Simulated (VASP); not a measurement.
Input of a VASP 6.6.1 run:

INCAR

```
PREC = Accurate ; ENCUT = 520
EDIFF = 1E-6 ; ISMEAR = 0
SIGMA = 0.1 ; LREAL = Auto
LASPH = True ; NELM = 60
ALGO = Normal ; ISIF = 2
LWAVE = False ; LCHARG = True
LDIPOL = True ; IDIPOL = 3
DIPOL = 0.5 0.5 0.316 ; GGA = PE
LELF = True ; LVHAR = True
LVACPOTAV = True ; NBANDS = 116
```

Contents of KPOINTS:

```
Automatic mesh
0
Gamma
  5 5 1
```

POSCAR

```
Ti12C13
1.0
    6.1276785486      0.0000000000      0.0000000000
    0.0000000000      6.1276785486      0.0000000000
    0.0000000000      0.0000000000     19.8111521836
Ti C
12 13
Direct
    0.2500000000      0.2500000000      0.2019064799
    0.2500000000      0.7500000000      0.2019064799
    0.7500000000      0.2500000000      0.2019064799
    0.7500000000      0.7500000000      0.2019064799
    0.0000000000      0.0000000000      0.3089759294
    0.0000000000      0.5000000000      0.3089759294
    0.5000000000      0.0000000000      0.3089759294
    0.5000000000      0.5000000000      0.3089759294
    0.2500000000      0.2500000000      0.4140601451
    0.2500000000      0.7500000000      0.4140601451
    0.7500000000      0.2500000000      0.4140601451
    0.7500000000      0.7500000000      0.4140601451
    0.0000000000      0.0000000000      0.2019064799
    0.0000000000      0.5000000000      0.2019064799
    0.5000000000      0.0000000000      0.2019064799
    0.5000000000      0.5000000000      0.2019064799
    0.2500000000      0.2500000000      0.3083897447
    0.2500000000      0.7500000000      0.3083897447
    0.7500000000      0.2500000000      0.3083897447
    0.7500000000      0.7500000000      0.3083897447
    0.0000000000      0.0000000000      0.4195188703
    0.0000000000      0.5000000000      0.4195188703
    0.5000000000      0.0000000000      0.4195188703
    0.5000000000      0.5000000000      0.4195188703
    0.0833333333      0.2500000000      0.4932988165
```

Potentials or basis: VASP PAW PBE potentials, release 64 (Ti_sv, C).

Command:

```bash
$ cat potpaw_PBE.64/Ti_sv/POTCAR potpaw_PBE.64/C/POTCAR > POTCAR
$ mpirun -np 1 vasp_std > vasp.out
```

(1) What does it give for the largest force?

(2) Estimate the band gap on the k mesh.

Answers

(1) 3.614 eV/Å.

(2) zero (band 98 reaches 0.09 eV, above the bottom of band 99 at -0.09 eV).
